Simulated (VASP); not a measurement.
Input of a VASP 6.6.1 run:

File INCAR:

```
PREC = Accurate
ENCUT = 600
EDIFF = 1E-7
ISMEAR = 0
SIGMA = 0.1
LREAL = F
LASPH = T
NELM = 120
ALGO = Normal
ISIF = 3
LWAVE = F
LCHARG = F
GGA = PE
IBRION = 2
NSW = 90
EDIFFG = -0.04
GGA_COMPAT = F
NELMIN = 4
```

The input KPOINTS:

```
Automatic mesh
0
Gamma
  6 6 2
```

POSCAR

```
Mg2BeS3
1.0
    3.5417894638      0.0000000000      0.0000000000
    0.0000000000      3.5450282839      0.0000000000
    0.0000000000      0.0000000000     11.6734850137
Mg Be S
2 1 3
Direct
    0.5000000000      0.0000000000      0.0961288439
    0.0000000000      0.0000000000      0.5133853837
    0.5000000000      0.5000000000      0.6283330904
    0.0000000000      0.5000000000      0.1032679127
    0.0000000000      0.5000000000      0.7058137522
    0.5000000000      0.5000000000      0.4530710472
```

Potentials or basis: VASP PAW PBE potentials, release 64 (Mg, Be, S).

The run is started by

```sh
$ cat potpaw_PBE.64/Mg/POTCAR potpaw_PBE.64/Be/POTCAR potpaw_PBE.64/S/POTCAR > POTCAR
$ mpirun -np 1 vasp_std > vasp.out
```

(1) Predict the relaxed volume.

(2) Predict the band gap on the k mesh.

Answers

(1) 24.38 Å³/atom.

(2) 0.45 eV.

Caveat: semilocal functionals underestimate gaps, and a narrow one can read as zero.
